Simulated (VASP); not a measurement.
Input of a VASP 6.6.1 run:

Contents of INCAR:

```
SYSTEM = Mo
ALGO = Normal ; EDIFF = 1E-6
ENCUT = 520 ; GGA = PE
ISIF = 2 ; ISMEAR = 0
LASPH = .TRUE. ; LCHARG = .TRUE.
LELF = .TRUE. ; LREAL = .FALSE.
LVHAR = .TRUE. ; LWAVE = .FALSE.
NBANDS = 36 ; NELM = 100
PREC = Accurate ; SIGMA = 0.1
```

KPOINTS

```
k-points
0
G
  10 10 18
  0 0 0
```

Contents of POSCAR:

```
Mo
1.0
    5.2726736450      0.0000000000      0.0000000000
    0.0000000000      4.5821713735      0.0000000000
    0.0000000000      0.0000000000      2.6528842450
Mo
4
Direct
    0.1233928754      0.2500000000      0.6322601473
    0.8766071246      0.7500000000      0.3677398527
    0.3766071246      0.7500000000      0.1322601473
    0.6233928754      0.2500000000      0.8677398527
```

Potentials or basis: VASP PAW PBE potentials, release 64 (Mo_sv).

Run with:

```console
$ cat potpaw_PBE.64/Mo_sv/POTCAR > POTCAR
$ mpirun -np 1 vasp_std > vasp.out
```

Problem. What does it give for the pressure?

Solution. 0.5 GPa.

Problem. Predict the largest force.

Solution. 0.006 eV/Å.

Problem. What does it give for the band gap on the k mesh?

Solution. Zero (band 28 reaches 13.30 eV, above the bottom of band 29 at 11.54 eV).

Forces in eV/Å, atoms in the order of the input:
```
Mo   0.006  0.000  0.000
Mo  -0.006  0.000  0.000
Mo  -0.006  0.000  0.000
Mo   0.006  0.000  0.000
```
